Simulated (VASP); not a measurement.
# W2S (P6_3/mmc) in VASP: notebook

W2S is run at these levels: PBE; tasks: single point.

Program: VASP 6.6.1. These are calculated values, not measurements. Logs are shortened: lines on timing, memory, paths and dates and some standing lists are left out, and cuts for length are marked.

## Step 1: The cell of the first run

Symmetry: P6_3/mmc, No. 194, hexagonal system. Conventional cell: a = 3.102 Å, b = 3.102 Å, c = 10.824 Å, α = 90.00°, β = 90.00°, γ = 120.00°. W (site symmetry 3m) has 3 S at 2.44 Å and 9 W at 2.76 to 3.10 Å within 3.2 Å. Within 3.2 Å of S (site symmetry -6m2) lie 6 W at 2.44 Å and 6 S at 3.10 Å.

## Step 2: Single point, PBE

INCAR

```
SYSTEM = W2S
ALGO = Normal ; EDIFF = 1E-6
ENCUT = 520 ; GGA = PE
ISIF = 2 ; ISMEAR = 0
LASPH = .True. ; LCHARG = .False.
LREAL = .False. ; LWAVE = .False.
NBANDS = 43 ; NELM = 100
PREC = Accurate ; SIGMA = 0.1
```

KPOINTS

```
k-points
0
Gamma
  6 6 2
  0 0 0
```

POSCAR

```
W2S
1.0
    3.1015682368      0.0000000000      0.0000000000
   -1.5507841184      2.6860368846      0.0000000000
    0.0000000000      0.0000000000     10.8237477310
W S
4 2
Direct
    0.3333333333      0.6666666667      0.5971942573
    0.6666666667      0.3333333333      0.0971942573
    0.3333333333      0.6666666667      0.9028057427
    0.6666666667      0.3333333333      0.4028057427
    0.3333333333      0.6666666667      0.2500000000
    0.6666666667      0.3333333333      0.7500000000
```

Potentials or basis: VASP PAW PBE potentials, release 64 (W_sv, S).

On the command line:

```bash
$ cat potpaw_PBE.64/W_sv/POTCAR potpaw_PBE.64/S/POTCAR > POTCAR
$ mpirun -np 1 vasp_std > vasp.out
```

OUTCAR:

```text
SYSTEM = W2S
   EDIFF = 1E-6
   ENCUT = 520
   GGA = PE
   ISIF = 2
   ISMEAR = 0
   LASPH = .True.
   LREAL = .False.
   NELM = 100
   PREC = Accurate

 ion  position               nearest neighbor table
   1  0.333  0.667  0.597-   6 2.44   6 2.44   6 2.44   4 2.76   4 2.76   4 2.76   3 3.31
   2  0.667  0.333  0.097-   5 2.44   5 2.44   5 2.44   3 2.76   3 2.76   3 2.76   4 3.31
   3  0.333  0.667  0.903-   6 2.44   6 2.44   6 2.44   2 2.76   2 2.76   2 2.76   1 3.31
   4  0.667  0.333  0.403-   5 2.44   5 2.44   5 2.44   1 2.76   1 2.76   1 2.76   2 3.31
   5  0.333  0.667  0.250-   2 2.44   4 2.44   2 2.44   4 2.44   2 2.44   4 2.44
   6  0.667  0.333  0.750-   1 2.44   3 2.44   1 2.44   3 2.44   1 2.44   3 2.44

  LATTYP: Found a hexagonal cell.
 ALAT       =     3.1015682368
 C/A-ratio  =     3.4897661133

  Lattice vectors:

 A1 = (   3.1015682368,   0.0000000000,   0.0000000000)
 A2 = (  -1.5507841184,   2.6860368846,   0.0000000000)
 A3 = (   0.0000000000,   0.0000000000,  10.8237477310)

Analysis of symmetry for initial positions (statically):
=====================================================================
 Subroutine PRICEL returns:
 Original cell was already a primitive cell.

 Routine SETGRP: Setting up the symmetry group for a
 hexagonal supercell.

 Subroutine GETGRP returns: Found 24 space group operations
 (whereof 12 operations were pure point group operations)
 out of a pool of 24 trial point group operations.

The static configuration has the point symmetry D_3d.
 The point group associated with its full space group is D_6h.

Analysis of symmetry for dynamics (positions and initial velocities):
=====================================================================
 Subroutine PRICEL returns:
 Original cell was already a primitive cell.

 Routine SETGRP: Setting up the symmetry group for a
 hexagonal supercell.

 Subroutine GETGRP returns: Found 24 space group operations
 (whereof 12 operations were pure point group operations)
 out of a pool of 24 trial point group operations.

The dynamic configuration has the point symmetry D_3d.
 The point group associated with its full space group is D_6h.

 Subroutine INISYM returns: Found 24 space group operations
 (whereof 12 operations are pure point group operations),
 and found     1 'primitive' translations

----------------------------------------------------------------------------------------

                                     Primitive cell

  volume of cell :      90.1718

  direct lattice vectors                    reciprocal lattice vectors
     3.101568237  0.000000000  0.000000000     0.322417540  0.186147853  0.000000000
    -1.550784118  2.686036885  0.000000000     0.000000000  0.372295707  0.000000000
     0.000000000  0.000000000 10.823747731     0.000000000  0.000000000  0.092389441

  length of vectors
     3.101568237  3.101568237 10.823747731     0.372295707  0.372295707  0.092389441

  position of ions in fractional coordinates (direct lattice)
     0.333333333  0.666666667  0.597194257
     0.666666667  0.333333333  0.097194257
     0.333333333  0.666666667  0.902805743
     0.666666667  0.333333333  0.402805743
     0.333333333  0.666666667  0.250000000
     0.666666667  0.333333333  0.750000000

  ion indices of the primitive-cell ions
   primitive index   ion index
                 1           1
                 2           2
                 3           3
                 4           4
                 5           5
                 6           6

----------------------------------------------------------------------------------------

 KPOINTS: k-points

Automatic generation of k-mesh.
 Grid dimensions read from file:
 generate k-points for:    6    6    2

 Generating k-lattice:

  Cartesian coordinates                     Fractional coordinates (reciprocal lattice)
     0.053736257  0.031024642  0.000000000     0.166666667  0.000000000  0.000000000
     0.000000000  0.062049284  0.000000000     0.000000000  0.166666667  0.000000000
     0.000000000  0.000000000  0.046194720     0.000000000  0.000000000  0.500000000

  Length of vectors
     0.062049284  0.062049284  0.046194720

  Shift w.r.t. Gamma in fractional coordinates (k-lattice)
     0.000000000  0.000000000  0.000000000

 Subroutine IBZKPT returns following result:
 ===========================================

 Found     14 irreducible k-points:

 Following reciprocal coordinates:
            Coordinates               Weight
  0.000000  0.000000  0.000000      1.000000
  0.166667 -0.000000  0.000000      6.000000
  0.333333 -0.000000  0.000000      6.000000
  0.500000  0.000000  0.000000      3.000000
  0.166667  0.166667  0.000000      6.000000
  0.333333  0.166667  0.000000     12.000000
  0.333333  0.333333  0.000000      2.000000
  0.000000  0.000000  0.500000      1.000000
  0.166667 -0.000000  0.500000      6.000000
  0.333333 -0.000000  0.500000      6.000000
  0.500000  0.000000  0.500000      3.000000
  0.166667  0.166667  0.500000      6.000000
  0.333333  0.166667  0.500000     12.000000
  0.333333  0.333333  0.500000      2.000000
   k-points           NKPTS =     14   k-points in BZ     NKDIM =     14   number of bands    NBANDS=     43
   number of dos      NEDOS =    301   number of ions     NIONS =      6
   total plane-waves  NPLWV =  46080
   dimension x,y,z NGX =    24 NGY =   24 NGZ =   80
   dimension x,y,z NGXF=    48 NGYF=   48 NGZF=  160
   ions per type =               4   2
   NGX,Y,Z   is equivalent  to a cutoff of  12.86, 12.86, 12.29 a.u.
   NGXF,Y,Z  is equivalent  to a cutoff of  25.73, 25.73, 24.57 a.u.
 SYSTEM =  W2S
   PREC   = accura    normal or accurate (medium, high low for compatibility)
   ISTART =      0    job   : 0-new  1-cont  2-samecut
   ICHARG =      2    charge: 1-file 2-atom 10-const
   ISPIN  =      1    spin polarized calculation?
   LNONCOLLINEAR =      F non collinear calculations
   LSORBIT =      F    spin-orbit coupling
   LASPH  =      T    aspherical Exc in radial PAW
   ENCUT  =  520.0 eV  38.22 Ry    6.18 a.u.   5.77  5.77 20.12*2*pi/ulx,y,z
   NELM   =    100;   NELMIN=  2; NELMDL= -5     # of ELM steps
   EDIFF  = 0.1E-05   stopping-criterion for ELM
   LREAL  =      F    real-space projection
   EDIFFG = 0.1E-04   stopping-criterion for IOM
   NSW    =      0    number of steps for IOM
   IBRION =     -1    ionic relax: 0-MD 1-quasi-New 2-CG
   NFREE  =      0    steps in history (QN), initial steepest desc. (CG)
   ISIF   =      2    stress and relaxation
   ISYM   =      2    0-nonsym 1-usesym 2-fastsym
   POTIM  = 0.5000    time-step for ionic-motion
   TEBEG  =    0.0;   TEEND  =   0.0 temperature during run
   PSTRESS=    0.0 pullay stress
   NELECT =      68.0000    total number of electrons
   NUPDOWN=      -1.0000    fix difference up-down
   EMIN   =  10.00;   EMAX   =-10.00  energy-range for DOS
   EFERMI =   0.00;   METHOD = LEGACY
   ISMEAR =     0;   SIGMA  =   0.10  broadening in eV -4-tet -1-fermi 0-gaus
   EFERMI_NEDOS =   21; number of points for ismear=-14 and -15
   IALGO  =     38    algorithm
   IMIX   =      4    mixing-type and parameters
     AMIX     =   0.40;   BMIX     =  1.00
     AMIX_MAG =   1.60;   BMIX_MAG =  1.00
  volume/ion in A,a.u.               =      15.03       101.42
  Fermi-wavevector in a.u.,A,eV,Ry     =   1.490119  2.815916 30.211100  2.220453
  Thomas-Fermi vector in A             =   2.602941
   LORBIT       =      0    0 simple, 1 ext, 2 COOP (PROOUT), +10 PAW based schemes
   GGA     = PE    functional components
   LHFCALC =     F    Hartree Fock is set to
   AEXX    =    0.0000 exact exchange contribution
   IVDW    =     0    specifies the selected vdW correction
   LEPSILON=     F    determine dielectric tensor
   LRPA    =     F    only Hartree local field effects (RPA)
 non-spin polarized calculation
 Gauss-broadening in eV      SIGMA  =   0.10
  energy-cutoff  :      520.00
  volume of cell :       90.17
 maximum number of plane-waves:      2446
 NGX is ok and might be reduce to    24
   NGX = 11   NGY = 11   NGZ = 41

 number of electron      68.0000000 magnetization

 Free energy of the ion-electron system (eV)
  ---------------------------------------------------
  ext. energy  EPLUGINS =         0.00000000
  ---------------------------------------------------
  free energy    TOTEN  =       -60.66250519 eV

  energy without entropy =      -60.65329709  energy(sigma->0) =      -60.65790114

 E-fermi :  11.4188     XC(G=0): -13.0747

 val. band max:       11.3405306319   @ k =   0.1667   0.1667   0.0000
 cond. band min:      11.4204131197   @ k =   0.3333  -0.0000   0.0000
 fundamental gap:      0.0798824877
 Fermi energy:        11.4187753525

 k-point     1 :       0.0000    0.0000    0.0000
  band No.  band energies     occupation
      1     -62.8521      2.00000
      2     -62.8491      2.00000
      3     -62.7751      2.00000
      4     -62.7723      2.00000
      5     -27.4833      2.00000
      6     -27.3804      2.00000
[... 35 lines left out ...]
     42      13.7229      0.00000
     43      14.1206      0.00000

 k-point     2 :       0.1667   -0.0000    0.0000
  band No.  band energies     occupation
      1     -62.8416      2.00000
      2     -62.8388      2.00000
      3     -62.7738      2.00000
      4     -62.7710      2.00000
      5     -27.4451      2.00000
      6     -27.3516      2.00000
[... 35 lines left out ...]
     42      14.1955      0.00000
     43      14.6578      0.00000

 k-point     3 :       0.3333   -0.0000    0.0000
  band No.  band energies     occupation
      1     -62.8181      2.00000
      2     -62.8154      2.00000
      3     -62.7738      2.00000
      4     -62.7710      2.00000
      5     -27.3985      2.00000
      6     -27.3392      2.00000
[... 35 lines left out ...]
     42      14.2078      0.00000
     43      14.2502      0.00000

 k-point     4 :       0.5000    0.0000    0.0000
  band No.  band energies     occupation
      1     -62.8028      2.00000
      2     -62.8002      2.00000
      3     -62.7773      2.00000
      4     -62.7747      2.00000
      5     -27.4317      2.00000
      6     -27.4028      2.00000
[... 403 lines left out ...]
     42      13.9855      0.00000
     43      15.3046      0.00000

 k-point    13 :       0.3333    0.1667    0.5000
  band No.  band energies     occupation
      1     -62.8016      2.00000
      2     -62.8016      2.00000
      3     -62.7759      2.00000
      4     -62.7759      2.00000
      5     -27.3754      2.00000
      6     -27.3754      2.00000
[... 35 lines left out ...]
     42      14.7119      0.00000
     43      15.7661      0.00000

 k-point    14 :       0.3333    0.3333    0.5000
  band No.  band energies     occupation
      1     -62.7871      2.00000
      2     -62.7871      2.00000
      3     -62.7844      2.00000
      4     -62.7844      2.00000
      5     -27.3348      2.00000
      6     -27.3348      2.00000
[... 35 lines left out ...]
     42      14.6918      0.00000
     43      15.8722      0.00000

------------------------ aborting loop because EDIFF is reached ----------------------------------------

  FORCE on cell =-STRESS in cart. coord.  units (eV):
  Direction    XX          YY          ZZ          XY          YZ          ZX
  --------------------------------------------------------------------------------------
  -------------------------------------------------------------------------------------
  Total        0.1672463      0.1672463      0.2589984     -0.0000000      0.0000000      0.0000000
  in kB        2.9716397      2.9716397      4.6018954     -0.0000000      0.0000000      0.0000000
  external PRESSURE =       3.5150583 kB  Pullay stress =       0.0000000 kB

 VOLUME and BASIS-vectors are now :
 -----------------------------------------------------------------------------
  energy-cutoff  :      520.00
  volume of cell :       90.17
      direct lattice vectors                 reciprocal lattice vectors
     3.101568237  0.000000000  0.000000000     0.322417540  0.186147853  0.000000000
    -1.550784118  2.686036885  0.000000000     0.000000000  0.372295707  0.000000000
     0.000000000  0.000000000 10.823747731     0.000000000  0.000000000  0.092389441

 POSITION                                       TOTAL-FORCE (eV/Angst)
 -----------------------------------------------------------------------------------
     -0.00000      1.79069      6.46388        -0.000000      0.000000     -0.027068
      1.55078      0.89535      1.05201         0.000000     -0.000000     -0.027068
     -0.00000      1.79069      9.77174        -0.000000      0.000000      0.027068
      1.55078      0.89535      4.35987         0.000000     -0.000000      0.027068
     -0.00000      1.79069      2.70594        -0.000000     -0.000000      0.000000
      1.55078      0.89535      8.11781         0.000000      0.000000      0.000000
 -----------------------------------------------------------------------------------
    total drift:                               -0.000000      0.000000     -0.000000

  FREE ENERGIE OF THE ION-ELECTRON SYSTEM (eV)
  ---------------------------------------------------
  free  energy   TOTEN  =       -60.6625051871 eV

  energy  without entropy=      -60.6532970885  energy(sigma->0) =      -60.65790114
```

Run time: 41 s. Hardware: 1 thread of Intel Xeon Platinum 8259CL at 2.50GHz (Skylake/Cascade Lake), shared host; peak memory 0.21 GiB.

What came out:

- Free energy: -60.6625 eV
- Pressure: 0.4 GPa
- Largest force: 0.027 eV/Å
- Band gap on the k mesh: zero (band 34 reaches 12.65 eV, above the bottom of band 35 at 10.13 eV)

Forces on the atoms (eV/Å):
```
W    0.000  0.000 -0.027
W    0.000  0.000 -0.027
W    0.000  0.000  0.027
W    0.000  0.000  0.027
S    0.000  0.000  0.000
S    0.000  0.000  0.000
```

Stress tensor (GPa, compression positive):
```
0.30 0.00 0.00
0.00 0.30 0.00
0.00 0.00 0.46
```

Levels at points of the mesh, in eV from the Fermi level:
```csv
k point,band 31,band 32,band 33,band 34,band 35,band 36,band 37,band 38
"(0.00, 0.00, 0.00)",-1.68,-1.63,-1.33,-1.29,-1.29,0.40,0.40,0.41
"(0.50, 0.00, 0.00)",-1.38,-1.06,0.17,1.02,1.27,1.79,2.66,2.96
"(0.00, 0.00, 0.50)",-1.55,-1.55,-1.06,-1.06,-1.06,-1.06,-0.13,-0.13
"(0.50, 0.00, 0.50)",-0.60,-0.60,-0.50,-0.50,2.48,2.48,2.93,2.93
```

Caveat: the k points lie up to 0.39 Å⁻¹ apart; spin-orbit coupling is left out, which moves the levels of the heavy elements.

(Continued in part 2 of 2.)
